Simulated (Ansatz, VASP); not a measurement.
## Two plane-wave programs on P

INCAR

```
PREC = Accurate
ENCUT = 500
EDIFF = 1E-7
ISMEAR = 0
SIGMA = 0.2
LREAL = F
LASPH = T
NELM = 120
ALGO = Normal
ISIF = 3
LWAVE = F
LCHARG = F
GGA = PE
IBRION = 2
NSW = 80
EDIFFG = -0.025
GGA_COMPAT = F
NELMIN = 4
```

Contents of KPOINTS:

```
Automatic mesh
0
Gamma
  8 4 4
```

Contents of POSCAR:

```
P
1.0
    0.0393770038     -2.4561696174     -0.0080506549
   -4.8023042488      0.0787540076      0.0299385722
    0.0299385722     -0.0161013098     -4.8858028208
P
4
Direct
    0.0071264946     -0.0081443898      0.0156008616
    0.0010717566     -0.0010831617      0.5030556991
    0.9745217704      0.4990344894      0.9864289623
    1.0172799784      0.5101930620      0.4949144770
```

Input for Ansatz:

```yaml
crystal:
  lattice:
    - [0.0393770038, -2.4561696174, -0.0080506549]
    - [-4.8023042488, 0.0787540076, 0.0299385722]
    - [0.0299385722, -0.0161013098, -4.8858028208]
  atoms:
    - { symbol: P, position: [0.0071264946, -0.0081443898, 0.0156008616] }
    - { symbol: P, position: [0.0010717566, -0.0010831617, 0.5030556991] }
    - { symbol: P, position: [0.9745217704, 0.4990344894, 0.9864289623] }
    - { symbol: P, position: [1.0172799784, 0.510193062, 0.494914477] }
basis:
  ecutwfc: 420
kpoints:
  mp_grid: { grid: [8, 4, 4] }
hamiltonian:
  xc: pbe
scf:
  occupations: { method: gaussian, width: 0.2 }
  lower_state_search: "off"
output:
  forces: true
  stress: true
  eigenvalues: true
relax:
  adjacent_minimum: "off"
  f_tol: 0.025
  max_steps: 60
  cell: { stress_tol: 0.25 }
```

Change from the starting cell: cell x4, atoms moved at random (sigma 0.05 Å) and cell strained at random (1.5 %), then relaxed without symmetry.

Alike in both runs: task relaxation of cell and atoms; functional PBE; k mesh 8 × 4 × 4; occupations gaussian, width 0.2 eV; no spin polarisation.

|  | VASP | Ansatz |
| --- | --- | --- |
| version | VASP 6.6.1 | Ansatz 0.2.0 |
| potentials or method | VASP PAW PBE potentials, release 64 (P), cutoff 500 eV | scalar-relativistic, plane waves, PAW |
| valence electrons in the cell | 20 | 20 |

|  | VASP | Ansatz | Ansatz less VASP |
| --- | --- | --- | --- |
| gap on the k mesh at the Fermi level, each at its own relaxed structure (eV) | none | none | - |
| relaxed volume (Å³/atom) | 14.68 | 14.68 | +0.005 |
| relaxed length of the cell vector where the two differ most in proportion (Å) | 2.453 | 2.453 | +0.0009 |

A gap of «none» marks a metal or a gap that the smearing closes.
